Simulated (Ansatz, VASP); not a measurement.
## One calculation of Sc2Si2Se, two programs

```
CELL_PARAMETERS angstrom
0.00000 2.74019 6.04031
2.71032 0.00000 6.04031
2.71032 2.74019 0.00000
ATOMIC_POSITIONS crystal
Sc 0.36120 0.36120 0.63880
Sc 0.63880 0.63880 0.36120
Si 0.75000 0.75000 0.75000
Si 0.25000 0.25000 0.25000
Se 0.00000 0.00000 0.00000
```

Change from the starting cell: species swapped into the SrFe2As2 type (Fmmm, No. 69).

Alike in both runs: task relaxation of cell and atoms; functional PBE; k mesh 6 × 6 × 6; occupations gaussian, width 0.1 eV; no spin polarisation.

|  | VASP | Ansatz |
| --- | --- | --- |
| version | VASP 6.6.1 | Ansatz 0.2.0 |
| potentials or method | VASP PAW PBE potentials, release 64 (Sc_sv, Si, Se), cutoff 600 eV | scalar-relativistic, plane waves, PAW |
| valence electrons in the cell | 36 | 46 |

```tsv
	VASP	Ansatz	Ansatz less VASP
gap on the k mesh at the Fermi level, each at its own relaxed structure (eV)	none	none	-
relaxed volume (Å³/atom)	18.66	18.66	+0.002
relaxed cell length with the largest relative difference (Å)	7.850	7.847	-0.0033
```

A gap of «none» marks a metal or a gap that the smearing closes. VASP's potentials hold 36 valence electrons a cell and Ansatz's 46, so a difference there can come from the potentials and not from the codes.
